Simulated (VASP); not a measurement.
# O (P6_3/mmc) in VASP: a series of runs

O is run at these levels: PBEsol; tasks: single point.

Everything below comes from runs of VASP 6.6.1. Logs are shortened: lines on timing, memory, paths and dates and some standing lists are left out, and cuts for length are marked.

## 1. The cell of the first run

The structure is hexagonal, space group P6_3/mmc (No. 194). Conventional cell: a = 2.570 Å, b = 2.570 Å, c = 6.597 Å, α = 90.00°, β = 90.00°, γ = 120.00°. Within 1.6 Å of O (site symmetry 3m) lie 1 O at 1.17 Å.

## 2. Single point, PBEsol (volume scaled by 1.01)

Contents of INCAR:

```
SYSTEM = O
PREC     = Accurate       ! precision mode
ENCUT    = 520            ! plane-wave cutoff, eV
EDIFF    = 1E-6           ! SCF threshold, eV
ISMEAR   = -1             ! smearing method
SIGMA    = 0.03           ! smearing width, eV
LREAL    = .FALSE.        ! projectors in reciprocal space
LASPH    = .TRUE.         ! aspherical terms in the spheres
NELM     = 80             ! most SCF steps
ALGO     = Normal         ! electronic algorithm
ISIF     = 2              ! what is computed and relaxed
LWAVE    = .FALSE.        ! write WAVECAR
LCHARG   = .FALSE.        ! write CHGCAR
GGA      = PS             ! functional
NBANDS   = 20             ! bands
```

Contents of KPOINTS:

```
regular mesh
0
G
  13 13 5
  0 0 0
```

Contents of POSCAR:

```
O
1.0
    2.5695079080      0.0000000000      0.0000000000
   -1.2847539540      2.2252591235      0.0000000000
    0.0000000000      0.0000000000      6.5968440143
O
4
Direct
    0.3333333333      0.6666666667      0.1610000000
    0.6666666667      0.3333333333      0.6610000000
    0.3333333333      0.6666666667      0.3390000000
    0.6666666667      0.3333333333      0.8390000000
```

Potentials or basis: VASP PAW PBE potentials, release 64 (O).

The run is started by

```
> cat potpaw_PBE.64/O/POTCAR > POTCAR
> mpirun -np 1 vasp_std > vasp.out
```

OUTCAR:

```text
SYSTEM = O
   PREC = Accurate
   ENCUT = 520
   EDIFF = 1E-6
   ISMEAR = -1
   LREAL = .FALSE.
   LASPH = .TRUE.
   NELM = 80
   ISIF = 2
   GGA = PS

 ion  position               nearest neighbor table
   1  0.333  0.667  0.161-   3 1.17
   2  0.667  0.333  0.661-   4 1.17
   3  0.333  0.667  0.339-   1 1.17
   4  0.667  0.333  0.839-   2 1.17

  LATTYP: Found a hexagonal cell.
 ALAT       =     2.5695079080
 C/A-ratio  =     2.5673569611

  Lattice vectors:

 A1 = (   2.5695079080,   0.0000000000,   0.0000000000)
 A2 = (  -1.2847539540,   2.2252591235,   0.0000000000)
 A3 = (   0.0000000000,   0.0000000000,   6.5968440143)

Analysis of symmetry for initial positions (statically):
=====================================================================
 Subroutine PRICEL returns:
 Original cell was already a primitive cell.

 Routine SETGRP: Setting up the symmetry group for a
 hexagonal supercell.

 Subroutine GETGRP returns: Found 24 space group operations
 (whereof 12 operations were pure point group operations)
 out of a pool of 24 trial point group operations.

The static configuration has the point symmetry D_3d.
 The point group associated with its full space group is D_6h.

Analysis of symmetry for dynamics (positions and initial velocities):
=====================================================================
 Subroutine PRICEL returns:
 Original cell was already a primitive cell.

 Routine SETGRP: Setting up the symmetry group for a
 hexagonal supercell.

 Subroutine GETGRP returns: Found 24 space group operations
 (whereof 12 operations were pure point group operations)
 out of a pool of 24 trial point group operations.

The dynamic configuration has the point symmetry D_3d.
 The point group associated with its full space group is D_6h.

 Subroutine INISYM returns: Found 24 space group operations
 (whereof 12 operations are pure point group operations),
 and found     1 'primitive' translations

----------------------------------------------------------------------------------------

                                     Primitive cell

  volume of cell :      37.7196

  direct lattice vectors                    reciprocal lattice vectors
     2.569507908  0.000000000  0.000000000     0.389179577  0.224692933  0.000000000
    -1.284753954  2.225259123  0.000000000     0.000000000  0.449385867  0.000000000
     0.000000000  0.000000000  6.596844014     0.000000000  0.000000000  0.151587638

  length of vectors
     2.569507908  2.569507908  6.596844014     0.449385867  0.449385867  0.151587638

  position of ions in fractional coordinates (direct lattice)
     0.333333333  0.666666667  0.161000000
     0.666666667  0.333333333  0.661000000
     0.333333333  0.666666667  0.339000000
     0.666666667  0.333333333  0.839000000

  ion indices of the primitive-cell ions
   primitive index   ion index
                 1           1
                 2           2
                 3           3
                 4           4

----------------------------------------------------------------------------------------

 KPOINTS: regular mesh

Automatic generation of k-mesh.
 Grid dimensions read from file:
 generate k-points for:   13   13    5

 Generating k-lattice:

  Cartesian coordinates                     Fractional coordinates (reciprocal lattice)
     0.029936891  0.017284072  0.000000000     0.076923077  0.000000000  0.000000000
     0.000000000  0.034568144  0.000000000     0.000000000  0.076923077  0.000000000
     0.000000000  0.000000000  0.030317528     0.000000000  0.000000000  0.200000000

  Length of vectors
     0.034568144  0.034568144  0.030317528

  Shift w.r.t. Gamma in fractional coordinates (k-lattice)
     0.000000000  0.000000000  0.000000000

 Subroutine IBZKPT returns following result:
 ===========================================

 Found     63 irreducible k-points:

 Following reciprocal coordinates:
            Coordinates               Weight
  0.000000  0.000000  0.000000      1.000000
  0.076923 -0.000000  0.000000      6.000000
  0.153846  0.000000  0.000000      6.000000
  0.230769  0.000000  0.000000      6.000000
  0.307692  0.000000  0.000000      6.000000
  0.384615  0.000000  0.000000      6.000000
[... 16 lines left out ...]
  0.076923 -0.000000  0.200000     12.000000
  0.153846  0.000000  0.200000     12.000000
 [... further k-points ...]
   k-points           NKPTS =     63   k-points in BZ     NKDIM =     63   number of bands    NBANDS=     20
   number of dos      NEDOS =    301   number of ions     NIONS =      4
   total plane-waves  NPLWV =  20000
   dimension x,y,z NGX =    20 NGY =   20 NGZ =   50
   dimension x,y,z NGXF=    40 NGYF=   40 NGZF=  100
   ions per type =               4
   NGX,Y,Z   is equivalent  to a cutoff of  12.94, 12.94, 12.60 a.u.
   NGXF,Y,Z  is equivalent  to a cutoff of  25.88, 25.88, 25.20 a.u.
 SYSTEM =  O
   PREC   = accura    normal or accurate (medium, high low for compatibility)
   ISTART =      0    job   : 0-new  1-cont  2-samecut
   ICHARG =      2    charge: 1-file 2-atom 10-const
   ISPIN  =      1    spin polarized calculation?
   LNONCOLLINEAR =      F non collinear calculations
   LSORBIT =      F    spin-orbit coupling
   LASPH  =      T    aspherical Exc in radial PAW
   ENCUT  =  520.0 eV  38.22 Ry    6.18 a.u.   4.78  4.78 12.27*2*pi/ulx,y,z
   NELM   =     80;   NELMIN=  2; NELMDL= -5     # of ELM steps
   EDIFF  = 0.1E-05   stopping-criterion for ELM
   LREAL  =      F    real-space projection
   EDIFFG = 0.1E-04   stopping-criterion for IOM
   NSW    =      0    number of steps for IOM
   IBRION =     -1    ionic relax: 0-MD 1-quasi-New 2-CG
   NFREE  =      0    steps in history (QN), initial steepest desc. (CG)
   ISIF   =      2    stress and relaxation
   ISYM   =      2    0-nonsym 1-usesym 2-fastsym
   POTIM  = 0.5000    time-step for ionic-motion
   TEBEG  =    0.0;   TEEND  =   0.0 temperature during run
   PSTRESS=    0.0 pullay stress
   NELECT =      24.0000    total number of electrons
   NUPDOWN=      -1.0000    fix difference up-down
   EMIN   =  10.00;   EMAX   =-10.00  energy-range for DOS
   EFERMI =   0.00;   METHOD = LEGACY
   ISMEAR =    -1;   SIGMA  =   0.03  broadening in eV -4-tet -1-fermi 0-gaus
   EFERMI_NEDOS =   21; number of points for ismear=-14 and -15
   IALGO  =     38    algorithm
   IMIX   =      4    mixing-type and parameters
     AMIX     =   0.40;   BMIX     =  1.00
     AMIX_MAG =   1.60;   BMIX_MAG =  1.00
  volume/ion in A,a.u.               =       9.43        63.64
  Fermi-wavevector in a.u.,A,eV,Ry     =   1.408066  2.660859 26.975586  1.982650
  Thomas-Fermi vector in A             =   2.530261
   LORBIT       =      0    0 simple, 1 ext, 2 COOP (PROOUT), +10 PAW based schemes
   GGA     = PS    functional components
   LHFCALC =     F    Hartree Fock is set to
   AEXX    =    0.0000 exact exchange contribution
   IVDW    =     0    specifies the selected vdW correction
   LEPSILON=     F    determine dielectric tensor
   LRPA    =     F    only Hartree local field effects (RPA)
 non-spin polarized calculation
  energy-cutoff  :      520.00
  volume of cell :       37.72
 maximum number of plane-waves:      1033
 NGX is ok and might be reduce to    20
   NGX =  9   NGY =  9   NGZ = 25

 number of electron      23.9999998 magnetization

 Free energy of the ion-electron system (eV)
  ---------------------------------------------------
  ext. energy  EPLUGINS =         0.00000000
  ---------------------------------------------------
  free energy    TOTEN  =       -19.96082617 eV

  energy without entropy =      -19.95231486  energy(sigma->0) =      -19.95657052

 E-fermi :   2.2056     XC(G=0): -10.7944

 val. band max:        2.1944448009   @ k =   0.2308   0.0000   0.2000
 cond. band min:       2.2167236220   @ k =   0.2308   0.0000   0.0000
 fundamental gap:      0.0222788211
 Fermi energy:         2.2055550401

 k-point     1 :       0.0000    0.0000    0.0000
  band No.  band energies     occupation
      1     -26.6635      2.00000
      2     -26.5254      2.00000
      3     -13.7190      2.00000
      4     -11.8402      2.00000
      5      -7.9019      2.00000
      6      -4.9039      2.00000
[... 12 lines left out ...]
     19      17.3849      0.00000
     20      17.9700      0.00000

 k-point     2 :       0.0769   -0.0000    0.0000
  band No.  band energies     occupation
      1     -26.6209      2.00000
      2     -26.4862      2.00000
      3     -13.6395      2.00000
      4     -11.7971      2.00000
      5      -7.8700      2.00000
      6      -4.9751      2.00000
[... 12 lines left out ...]
     19      17.4884      0.00000
     20      17.9989      0.00000

 k-point     3 :       0.1538    0.0000    0.0000
  band No.  band energies     occupation
      1     -26.5008      2.00000
      2     -26.3765      2.00000
      3     -13.4096      2.00000
      4     -11.6784      2.00000
      5      -7.7905      2.00000
      6      -5.2971      2.00000
[... 12 lines left out ...]
     19      17.7574      0.00000
     20      18.1008      0.00000

 k-point     4 :       0.2308    0.0000    0.0000
  band No.  band energies     occupation
      1     -26.3254      2.00000
      2     -26.2183      2.00000
      3     -13.0559      2.00000
      4     -11.5148      2.00000
      5      -7.7153      2.00000
      6      -5.9364      2.00000
[... 12 lines left out ...]
     19      18.0958      0.00000
     20      18.2368      0.00000

 k-point     5 :       0.3077    0.0000    0.0000
  band No.  band energies     occupation
      1     -26.1312      2.00000
      2     -26.0462      2.00000
      3     -12.6266      2.00000
      4     -11.3576      2.00000
      5      -7.7222      2.00000
      6      -6.6619      2.00000
[... 12 lines left out ...]
     19      17.9038      0.00000
     20      18.4011      0.00000

 k-point     6 :       0.3846    0.0000    0.0000
  band No.  band energies     occupation
      1     -25.9614      2.00000
      2     -25.9007      2.00000
      3     -12.1978      2.00000
      4     -11.2657      2.00000
      5      -7.8261      2.00000
      6      -7.2714      2.00000
[... 12 lines left out ...]
     19      17.3316      0.00000
     20      18.6040      0.00000

 k-point     7 :       0.4615    0.0000    0.0000
  band No.  band energies     occupation
      1     -25.8601      2.00000
      2     -25.8194      2.00000
      3     -11.8907      2.00000
      4     -11.2630      2.00000
      5      -7.9084      2.00000
      6      -7.6377      2.00000
[... 12 lines left out ...]
     19      17.0645      0.00000
     20      18.6937      0.00000
[... 277 lines left out ...]
 k-point    20 :       0.3846    0.2308    0.0000
  band No.  band energies     occupation
      1     -25.7629      2.00000
      2     -25.7433      2.00000
      3     -11.5826      2.00000
      4     -11.2768      2.00000
      5      -7.3628      2.00000
      6      -7.1718      2.00000
[... 12 lines left out ...]
     19      17.8231      0.00000
     20      18.8300      0.00000

 k-point    21 :       0.3077    0.3077    0.0000
  band No.  band energies     occupation
      1     -25.7430      2.00000
      2     -25.7310      2.00000
      3     -11.4987      2.00000
      4     -11.3047      2.00000
      5      -7.1328      2.00000
      6      -6.8635      2.00000
[... 12 lines left out ...]
     19      18.1154      0.00000
     20      18.8493      0.00000

 k-point    22 :       0.0000    0.0000    0.2000
  band No.  band energies     occupation
      1     -26.6506      2.00000
      2     -26.5386      2.00000
      3     -13.5878      2.00000
      4     -12.1077      2.00000
      5      -7.5419      2.00000
      6      -5.1594      2.00000
[... 12 lines left out ...]
     19      17.3076      0.00000
     20      17.5413      0.00000

 k-point    23 :       0.0769   -0.0000    0.2000
  band No.  band energies     occupation
      1     -26.6084      2.00000
      2     -26.4993      2.00000
      3     -13.5106      2.00000
      4     -12.0582      2.00000
      5      -7.5193      2.00000
      6      -5.2113      2.00000
[... 12 lines left out ...]
     19      17.4076      0.00000
     20      17.6083      0.00000

 k-point    24 :       0.1538    0.0000    0.2000
  band No.  band energies     occupation
      1     -26.4890      2.00000
      2     -26.3886      2.00000
      3     -13.2873      2.00000
      4     -11.9197      2.00000
      5      -7.4685      2.00000
      6      -5.4489      2.00000
[... 12 lines left out ...]
     19      17.6644      0.00000
     20      17.8011      0.00000

 [... further k-points ...]

------------------------ aborting loop because EDIFF is reached ----------------------------------------

  FORCE on cell =-STRESS in cart. coord.  units (eV):
  Direction    XX          YY          ZZ          XY          YZ          ZX
  --------------------------------------------------------------------------------------
  -------------------------------------------------------------------------------------
  Total       -1.3896351     -1.3896351     13.3431572      0.0000000     -0.0000000      0.0000000
  in kB      -59.0261673    -59.0261673    566.7642127      0.0000000     -0.0000000      0.0000000
  external PRESSURE =     149.5706260 kB  Pullay stress =       0.0000000 kB

 VOLUME and BASIS-vectors are now :
 -----------------------------------------------------------------------------
  energy-cutoff  :      520.00
  volume of cell :       37.72
      direct lattice vectors                 reciprocal lattice vectors
     2.569507908  0.000000000  0.000000000     0.389179577  0.224692933  0.000000000
    -1.284753954  2.225259123  0.000000000     0.000000000  0.449385867  0.000000000
     0.000000000  0.000000000  6.596844014     0.000000000  0.000000000  0.151587638

 POSITION                                       TOTAL-FORCE (eV/Angst)
 -----------------------------------------------------------------------------------
     -0.00000      1.48351      1.06209        -0.000000      0.000000     -4.215421
      1.28475      0.74175      4.36051         0.000000     -0.000000     -4.215421
     -0.00000      1.48351      2.23633        -0.000000      0.000000      4.215421
      1.28475      0.74175      5.53475         0.000000     -0.000000      4.215421
 -----------------------------------------------------------------------------------
    total drift:                               -0.000000      0.000000      0.000000

  FREE ENERGIE OF THE ION-ELECTRON SYSTEM (eV)
  ---------------------------------------------------
  free  energy   TOTEN  =       -19.9608261739 eV

  energy  without entropy=      -19.9523148601  energy(sigma->0) =      -19.95657052
```

Wall time 34 s (1 thread of AMD EPYC 7R43 (Zen 3), shared host); peak memory 0.13 GiB.

What came out:

```yaml
Free_energy: -19.9608 eV
Pressure: 15.0 GPa
Largest_force: 4.215 eV/Å
Band_gap_on_the_k_mesh: zero (band 12 reaches 3.32 eV, above the bottom of band 13 at 1.37 eV)
```

Forces on the atoms (eV/Å):
```
O    0.000  0.000 -4.215
O    0.000  0.000 -4.215
O    0.000  0.000  4.215
O    0.000  0.000  4.215
```

Caveat: the standard files for N, O and F lose accuracy on very short bonds; spin is off for a triplet molecule; the PAW data sets were made with another functional, which shifts forces and pressure a little.

[end of part 1 of 2]
